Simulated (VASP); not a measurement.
TaN:

```
CELL_PARAMETERS angstrom
0.00000 2.21132 2.21132
2.21132 0.00000 2.21132
2.21132 2.21132 0.00000
ATOMIC_POSITIONS crystal
Ta 0.50000 0.50000 0.50000
N 0.00000 0.00000 0.00000
```

Base run:

| Quantity | Value |
| --- | --- |
| Program | VASP 6.6.1 |
| Functional | r2SCAN |
| Potentials or basis | VASP PAW PBE potentials, release 64 (Ta_sv_GW, N) |
| Cutoff | 770 eV |
| k mesh | 10 × 10 × 10 |
| Occupations | fermi-dirac, width 0.05 eV |
| Spin | no spin polarisation |
| Hubbard terms | Ta d U = 8.0 eV |

Its results: band gap on the k mesh zero (bands 9 and 10 overlap by 3.96 eV); pressure 18.8 GPa.

Q: The run is repeated on the same cell with these changes: hubbard terms from Ta d U = 8.0 eV to Ta d U = 6.0 eV. What comes out?

A: Band gap on the k mesh zero (bands 9 and 10 overlap by 4.00 eV); pressure 12.1 GPa.

Caveats: the cell stands under pressure; the PAW data sets were made with another functional, which shifts forces and pressure a little; spin-orbit coupling is left out, which moves the levels of the heavy elements; U without spin polarisation on a metal has little footing.
